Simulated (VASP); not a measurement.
# GaP in VASP: a series of runs

Runs on GaP. Level: PBE. Tasks: single point.

Everything below comes from runs of VASP 6.6.1. Logs are shortened: lines on timing, memory, paths and dates and some standing lists are left out, and cuts for length are marked.

## (1) The cell of the first run

The cell holds a wire or tube with vacuum around it, 2 atoms: a = 9.000 Å, b = 9.300 Å, c = 4.291 Å, α = 90.00°, β = 90.00°, γ = 90.00°.

## (2) Single point, PBE, collinear spin

Contents of INCAR:

```
PREC     = Accurate       # precision mode
ENCUT    = 520            # plane-wave cutoff, eV
EDIFF    = 1E-7           # SCF threshold, eV
ISMEAR   = 0              # smearing method
SIGMA    = 0.05           # smearing width, eV
LREAL    = F              # projectors in reciprocal space
LASPH    = T              # aspherical terms in the spheres
NELM     = 150            # most SCF steps
ALGO     = Normal         # electronic algorithm
ISIF     = 2              # what is computed and relaxed
LWAVE    = F              # write WAVECAR
LCHARG   = F              # write CHGCAR
ISPIN    = 2              # spin polarisation
MAGMOM   = 0.5 0.5        # initial moments
LORBIT   = 11             # projections on sites
GGA      = PE             # functional
NBANDS   = 20             # bands
```

Contents of KPOINTS:

```
regular mesh
0
Gamma
  1 1 15
```

Contents of POSCAR:

```
GaP
1.0
    9.0000000000      0.0000000000      0.0000000000
    0.0000000000      9.3000000000      0.0000000000
    0.0000000000      0.0000000000      4.2907802510
Ga P
1 1
Direct
    0.5000000000      0.5000000000      0.0000000000
    0.5000000000      0.5000000000      0.4650000000
```

Potentials or basis: VASP PAW PBE potentials, release 64 (Ga_d, P).

Launch:

```sh
$ cat potpaw_PBE.64/Ga_d/POTCAR potpaw_PBE.64/P/POTCAR > POTCAR
$ mpirun -np 1 vasp_std > vasp.out
```

OUTCAR:

```text
PREC = Accurate
   ENCUT = 520
   EDIFF = 1E-7
   ISMEAR = 0
   LREAL = F
   LASPH = T
   NELM = 150
   ISIF = 2
   ISPIN = 2
   LORBIT = 11
   GGA = PE

 ion  position               nearest neighbor table
   1  0.500  0.500  0.000-   2 2.00   2 2.30
   2  0.500  0.500  0.465-   1 2.00   1 2.30

  LATTYP: Found a simple orthorhombic cell.
 ALAT       =     4.2907802510
 B/A-ratio  =     2.0975206078
 C/A-ratio  =     2.1674379614

  Lattice vectors:

 A1 = (   0.0000000000,   0.0000000000,   4.2907802510)
 A2 = (   9.0000000000,   0.0000000000,   0.0000000000)
 A3 = (   0.0000000000,   9.3000000000,   0.0000000000)

Analysis of symmetry for initial positions (statically):
=====================================================================
 Subroutine PRICEL returns:
 Original cell was already a primitive cell.

 Routine SETGRP: Setting up the symmetry group for a
 simple orthorhombic supercell.

 Subroutine GETGRP returns: Found  4 space group operations
 (whereof  4 operations were pure point group operations)
 out of a pool of  8 trial point group operations.

The static configuration has the point symmetry C_2v.

Analysis of symmetry for dynamics (positions and initial velocities):
=====================================================================
 Subroutine PRICEL returns:
 Original cell was already a primitive cell.

 Routine SETGRP: Setting up the symmetry group for a
 simple orthorhombic supercell.

 Subroutine GETGRP returns: Found  4 space group operations
 (whereof  4 operations were pure point group operations)
 out of a pool of  8 trial point group operations.

The dynamic configuration has the point symmetry C_2v.

Analysis of structural, dynamic, and magnetic symmetry:
=====================================================================
 Subroutine PRICEL returns:
 Original cell was already a primitive cell.

 Routine SETGRP: Setting up the symmetry group for a
 simple orthorhombic supercell.

 Subroutine GETGRP returns: Found  4 space group operations
 (whereof  4 operations were pure point group operations)
 out of a pool of  8 trial point group operations.

The overall configuration has the point symmetry C_2v.

 Subroutine INISYM returns: Found  4 space group operations
 (whereof  4 operations are pure point group operations),
 and found     1 'primitive' translations

----------------------------------------------------------------------------------------

                                     Primitive cell

  volume of cell :     359.1383

  direct lattice vectors                    reciprocal lattice vectors
     9.000000000  0.000000000  0.000000000     0.111111111  0.000000000  0.000000000
     0.000000000  9.300000000  0.000000000     0.000000000  0.107526882  0.000000000
     0.000000000  0.000000000  4.290780251     0.000000000  0.000000000  0.233057845

  length of vectors
     9.000000000  9.300000000  4.290780251     0.111111111  0.107526882  0.233057845

  position of ions in fractional coordinates (direct lattice)
     0.500000000  0.500000000  0.000000000
     0.500000000  0.500000000  0.465000000

  ion indices of the primitive-cell ions
   primitive index   ion index
                 1           1
                 2           2

----------------------------------------------------------------------------------------

 KPOINTS: regular mesh

Automatic generation of k-mesh.
 Grid dimensions read from file:
 generate k-points for:    1    1   15

 Generating k-lattice:

  Cartesian coordinates                     Fractional coordinates (reciprocal lattice)
     0.111111111  0.000000000  0.000000000     1.000000000  0.000000000  0.000000000
     0.000000000  0.107526882  0.000000000     0.000000000  1.000000000  0.000000000
     0.000000000  0.000000000  0.015537190     0.000000000  0.000000000  0.066666667

  Length of vectors
     0.111111111  0.107526882  0.015537190

  Shift w.r.t. Gamma in fractional coordinates (k-lattice)
     0.000000000  0.000000000  0.000000000

 Subroutine IBZKPT returns following result:
 ===========================================

 Found      8 irreducible k-points:

 Following reciprocal coordinates:
            Coordinates               Weight
  0.000000  0.000000  0.000000      1.000000
  0.000000  0.000000  0.066667      2.000000
  0.000000  0.000000  0.133333      2.000000
  0.000000  0.000000  0.200000      2.000000
  0.000000  0.000000  0.266667      2.000000
  0.000000  0.000000  0.333333      2.000000
  0.000000  0.000000  0.400000      2.000000
  0.000000  0.000000  0.466667      2.000000
   k-points           NKPTS =      8   k-points in BZ     NKDIM =      8   number of bands    NBANDS=     20
   number of dos      NEDOS =    301   number of ions     NIONS =      2
   total plane-waves  NPLWV = 156800
   dimension x,y,z NGX =    70 NGY =   70 NGZ =   32
   dimension x,y,z NGXF=   140 NGYF=  140 NGZF=   64
   ions per type =               1   1
   NGX,Y,Z   is equivalent  to a cutoff of  12.93, 12.51, 12.40 a.u.
   NGXF,Y,Z  is equivalent  to a cutoff of  25.86, 25.03, 24.80 a.u.
 SYSTEM =  unknown system
   PREC   = accura    normal or accurate (medium, high low for compatibility)
   ISTART =      0    job   : 0-new  1-cont  2-samecut
   ICHARG =      2    charge: 1-file 2-atom 10-const
   ISPIN  =      2    spin polarized calculation?
   LNONCOLLINEAR =      F non collinear calculations
   LSORBIT =      F    spin-orbit coupling
   LASPH  =      T    aspherical Exc in radial PAW
   ENCUT  =  520.0 eV  38.22 Ry    6.18 a.u.  16.73 17.29  7.98*2*pi/ulx,y,z
   NELM   =    150;   NELMIN=  2; NELMDL= -5     # of ELM steps
   EDIFF  = 0.1E-06   stopping-criterion for ELM
   LREAL  =      F    real-space projection
   EDIFFG = 0.1E-05   stopping-criterion for IOM
   NSW    =      0    number of steps for IOM
   IBRION =     -1    ionic relax: 0-MD 1-quasi-New 2-CG
   NFREE  =      0    steps in history (QN), initial steepest desc. (CG)
   ISIF   =      2    stress and relaxation
   ISYM   =      2    0-nonsym 1-usesym 2-fastsym
   POTIM  = 0.5000    time-step for ionic-motion
   TEBEG  =    0.0;   TEEND  =   0.0 temperature during run
   PSTRESS=    0.0 pullay stress
   NELECT =      18.0000    total number of electrons
   NUPDOWN=      -1.0000    fix difference up-down
   EMIN   =  10.00;   EMAX   =-10.00  energy-range for DOS
   EFERMI =   0.00;   METHOD = LEGACY
   ISMEAR =     0;   SIGMA  =   0.05  broadening in eV -4-tet -1-fermi 0-gaus
   EFERMI_NEDOS =   21; number of points for ismear=-14 and -15
   IALGO  =     38    algorithm
   IMIX   =      4    mixing-type and parameters
     AMIX     =   0.40;   BMIX     =  1.00
     AMIX_MAG =   1.60;   BMIX_MAG =  1.00
  volume/ion in A,a.u.               =     179.57      1211.79
  Fermi-wavevector in a.u.,A,eV,Ry     =   0.603594  1.140628  4.956956  0.364326
  Thomas-Fermi vector in A             =   1.656634
   LORBIT       =     11    0 simple, 1 ext, 2 COOP (PROOUT), +10 PAW based schemes
   GGA     = PE    functional components
   LHFCALC =     F    Hartree Fock is set to
   AEXX    =    0.0000 exact exchange contribution
   IVDW    =     0    specifies the selected vdW correction
   LEPSILON=     F    determine dielectric tensor
   LRPA    =     F    only Hartree local field effects (RPA)
 spin polarized calculation
 Gauss-broadening in eV      SIGMA  =   0.05
  energy-cutoff  :      520.00
  volume of cell :      359.14
 maximum number of plane-waves:      9702
 NGX is ok and might be reduce to    70

 number of electron      18.0000009 magnetization       0.4000007

 Free energy of the ion-electron system (eV)
  ---------------------------------------------------
  ext. energy  EPLUGINS =         0.00000000
  ---------------------------------------------------
  free energy    TOTEN  =        -5.71204938 eV

  energy without entropy =       -5.70691960  energy(sigma->0) =       -5.70948449

 E-fermi :  -4.3604     XC(G=0):  -2.2825

 val. band max:       -4.3734911483   @ k =   0.0000   0.0000   0.4000
 cond. band min:      -4.1839674578   @ k =   0.0000   0.0000   0.4667
 fundamental gap:      0.1895236905
 Fermi energy:        -4.3603998756

 spin component 1

 k-point     1 :       0.0000    0.0000    0.0000
  band No.  band energies     occupation
      1     -19.6802      1.00000
      2     -19.2019      1.00000
      3     -19.2018      1.00000
      4     -19.1461      1.00000
      5     -19.1461      1.00000
      6     -14.4043      1.00000
[... 12 lines left out ...]
     19       4.0571      0.00000
     20       4.1224      0.00000
[... 139 lines left out ...]
 k-point     8 :       0.0000    0.0000    0.4667
  band No.  band energies     occupation
      1     -19.5245      1.00000
      2     -19.2112      1.00000
      3     -19.2111      1.00000
      4     -19.1456      1.00000
      5     -19.1456      1.00000
      6     -13.9455      1.00000
[... 12 lines left out ...]
     19       3.8234      0.00000
     20       3.8987      0.00000
 Fermi energy:        -4.3603998756

 spin component 2

 k-point     1 :       0.0000    0.0000    0.0000
  band No.  band energies     occupation
      1     -19.6629      1.00000
      2     -19.1887      1.00000
      3     -19.1886      1.00000
      4     -19.1397      1.00000
      5     -19.1397      1.00000
      6     -14.1960      1.00000
[... 12 lines left out ...]
     19       4.1090      0.00000
     20       4.1873      0.00000
[... 139 lines left out ...]
 k-point     8 :       0.0000    0.0000    0.4667
  band No.  band energies     occupation
      1     -19.5166      1.00000
      2     -19.1975      1.00000
      3     -19.1974      1.00000
      4     -19.1392      1.00000
      5     -19.1392      1.00000
      6     -13.6696      1.00000
[... 12 lines left out ...]
     19       3.9241      0.00000
     20       3.9523      0.00000

------------------------ aborting loop because EDIFF is reached ----------------------------------------

  FORCE on cell =-STRESS in cart. coord.  units (eV):
  Direction    XX          YY          ZZ          XY          YZ          ZX
  --------------------------------------------------------------------------------------
  -------------------------------------------------------------------------------------
  Total        0.0257965      0.0184774      4.6578602      0.0000000      0.0000000      0.0000000
  in kB        0.1150826      0.0824307     20.7795101      0.0000000      0.0000000      0.0000000
  external PRESSURE =       6.9923411 kB  Pullay stress =       0.0000000 kB

 VOLUME and BASIS-vectors are now :
 -----------------------------------------------------------------------------
  energy-cutoff  :      520.00
  volume of cell :      359.14
      direct lattice vectors                 reciprocal lattice vectors
     9.000000000  0.000000000  0.000000000     0.111111111  0.000000000  0.000000000
     0.000000000  9.300000000  0.000000000     0.000000000  0.107526882  0.000000000
     0.000000000  0.000000000  4.290780251     0.000000000  0.000000000  0.233057845

 POSITION                                       TOTAL-FORCE (eV/Angst)
 -----------------------------------------------------------------------------------
      4.50000      4.65000      0.00000         0.000000      0.000000     -3.700011
      4.50000      4.65000      1.99521         0.000000      0.000000      3.700011
 -----------------------------------------------------------------------------------
    total drift:                                0.000000      0.000000     -0.000047

  FREE ENERGIE OF THE ION-ELECTRON SYSTEM (eV)
  ---------------------------------------------------
  free  energy   TOTEN  =        -5.7120493798 eV

  energy  without entropy=       -5.7069195992  energy(sigma->0) =       -5.70948449

 total charge

# of ion       s       p       d       tot
------------------------------------------
    1        1.004   0.719   9.984  11.708
    2        1.050   1.485   0.000   2.535
--------------------------------------------------
tot          2.054   2.204   9.984  14.243

 magnetization (x)

# of ion       s       p       d       tot
------------------------------------------
    1        0.012  -0.010   0.013   0.015
    2        0.013   0.155   0.000   0.168
--------------------------------------------------
tot          0.025   0.144   0.013   0.183
```

It took 92 s on 1 thread of Intel Xeon 6975P-C (Granite Rapids), shared host; peak memory 0.53 GiB.

Results:

```yaml
Free_energy: -5.7120 eV
Largest_force: 3.700 eV/Å
Net_moment: 0.40 μB per cell
Site_moments: Ga +0.01; P +0.17 μB
Valence_electrons_inside_the_program's_atomic_spheres: Ga 11.71; P 2.54
```

Forces on the atoms (eV/Å):
```
Ga   0.000  0.000 -3.700
P    0.000  0.000  3.700
```

Levels at points of the mesh, in eV from the Fermi level:
Spin up:
| k point | band 5 | band 6 | band 7 | band 8 | band 9 | band 10 | band 11 | band 12 | band 13 | band 14 |
| --- | --- | --- | --- | --- | --- | --- | --- | --- | --- | --- |
| (0.00, 0.00, 0.00) | -14.79 | -10.04 | -3.22 | -1.33 | -1.33 | -0.53 | 4.31 | 5.50 | 5.53 | 5.61 |
Spin down:
| k point | band 5 | band 6 | band 7 | band 8 | band 9 | band 10 | band 11 | band 12 | band 13 | band 14 |
| --- | --- | --- | --- | --- | --- | --- | --- | --- | --- | --- |
| (0.00, 0.00, 0.00) | -14.78 | -9.84 | -3.13 | -1.06 | -1.06 | -0.37 | 4.35 | 5.64 | 5.66 | 5.68 |

## (3) Single point, PBE, collinear spin

This run uses another cell than the first one, of the same volume but with other edges.

Contents of INCAR:

```
PREC = Accurate
ENCUT = 520
EDIFF = 1E-6
ISMEAR = 0
SIGMA = 0.05
LREAL = F
LASPH = T
NELM = 150
ALGO = Normal
ISIF = 2
LWAVE = F
LCHARG = F
ISPIN = 2
MAGMOM = 0.5 0.5
LORBIT = 11
GGA = PE
NBANDS = 20
```

Contents of KPOINTS:

```
regular mesh
0
Gamma
  1 1 17
```

Contents of POSCAR:

```
GaP
1.0
   10.0000000000      0.0000000000      0.0000000000
    0.0000000000      9.3000000000      0.0000000000
    0.0000000000      0.0000000000      3.8617022259
Ga P
1 1
Direct
    0.4517287222      0.5000000000      0.0000000000
    0.5482712778      0.5000000000      0.5000000000
```

Potentials or basis: VASP PAW PBE potentials, release 64 (Ga_d, P).

Launch:

```sh
$ cat potpaw_PBE.64/Ga_d/POTCAR potpaw_PBE.64/P/POTCAR > POTCAR
$ mpirun -np 1 vasp_std > vasp.out
```

Wall time 2.6 min (1 thread of Intel Xeon 6975P-C (Granite Rapids), shared host); peak memory 0.55 GiB.

Results (log left out):

```yaml
Free_energy: -6.6963 eV
Largest_force: 0.251 eV/Å
Band_gap_on_the_k_mesh: 0.37 eV
Net_moment: 0.00 μB per cell
Valence_electrons_inside_the_program's_atomic_spheres: Ga 11.68; P 2.52
```

Forces in eV/Å, atoms in the order of the input:
```
Ga  -0.251  0.000  0.000
P    0.251  0.000  0.000
```

Levels at points of the mesh, in eV from the valence-band top:
Spin up:
```
           k point  band 7  band 8  band 9  band 10  band 11  band 12
(0.00, 0.00, 0.00)   -3.10   -2.00   -1.47     1.64     2.66     4.09
```
Spin down:
```tsv
k point	band 7	band 8	band 9	band 10	band 11	band 12
(0.00, 0.00, 0.00)	-3.10	-2.00	-1.47	1.64	2.66	4.09
```

## (4) Single point, PBE, collinear spin

This run uses another cell than the first one.

INCAR: that of step 3 with these lines changed.

```diff
@@ -11,3 +11,3 @@
 LWAVE = F
-LCHARG = F
+LCHARG = T
 ISPIN = 2
@@ -16,2 +16,4 @@
 GGA = PE
+LELF = T
+LVHAR = T
 NBANDS = 20
```

KPOINTS is that of step 3.

Contents of POSCAR:

```
GaP
1.0
   10.0000000000      0.0000000000      0.0000000000
    0.0000000000      9.3000000000      0.0000000000
    0.0000000000      0.0000000000      3.9538678023
Ga P
1 1
Direct
    0.4520887739      0.5000000000      0.0000000000
    0.5479112261      0.5000000000      0.5000000000
```

Launch:

```sh
$ cat potpaw_PBE.64/Ga_d/POTCAR potpaw_PBE.64/P/POTCAR > POTCAR
$ mpirun -np 1 vasp_std > vasp.out
```

Wall time 2.1 min (1 thread of Intel Xeon 6975P-C (Granite Rapids), shared host); peak memory 0.57 GiB.

It converged, with:

| Quantity | Value |
| --- | --- |
| Free energy | -6.7175 eV |
| Largest force | 0.012 eV/Å |
| Band gap on the k mesh | 0.38 eV |
| Net moment | 0.00 μB per cell |
| Valence electrons inside the program's atomic spheres | Ga 11.63; P 2.50 |

Forces in eV/Å, atoms in the order of the input:
```
Ga   0.012  0.000  0.000
P   -0.012  0.000  0.000
```

Levels at points of the mesh, in eV from the valence-band top:
Spin up:
```tsv
k point	band 5	band 6	band 7	band 8	band 9	band 10	band 11	band 12	band 13	band 14
(0.00, 0.00, 0.00)	-14.93	-10.35	-3.06	-2.09	-1.37	1.44	2.56	4.07	4.42	5.32
```
Spin down:
```tsv
k point	band 6	band 7	band 8	band 9	band 10	band 11	band 12	band 13
(0.00, 0.00, 0.00)	-10.35	-3.06	-2.09	-1.37	1.44	2.56	4.07	4.42
```

## (5) The runs side by side

| cell | k mesh | gap on the mesh (eV) | moment (μB) | largest force (eV/Å) |
| --- | --- | --- | --- | --- |
| a = 9.000, b = 9.300, c = 4.291 Å, 2 atoms, atomic positions A | 1 × 1 × 15 | none | 0.40 | 3.70 |
| a = 10.000, b = 9.300, c = 3.862 Å, 2 atoms, atomic positions B | 1 × 1 × 17 | 0.37 | 0.00 | 0.25 |
| a = 10.000, b = 9.300, c = 3.954 Å, 2 atoms, atomic positions B | 1 × 1 × 17 | 0.38 | 0.00 | 0.01 |

Alike in all rows: task single point; level PBE; potentials or basis VASP PAW PBE potentials, release 64 (Ga_d, P); spin collinear; cutoff (eV) 520; smearing gaussian 0.05 eV.

Absolute energies hang on the potentials; compare differences alone.
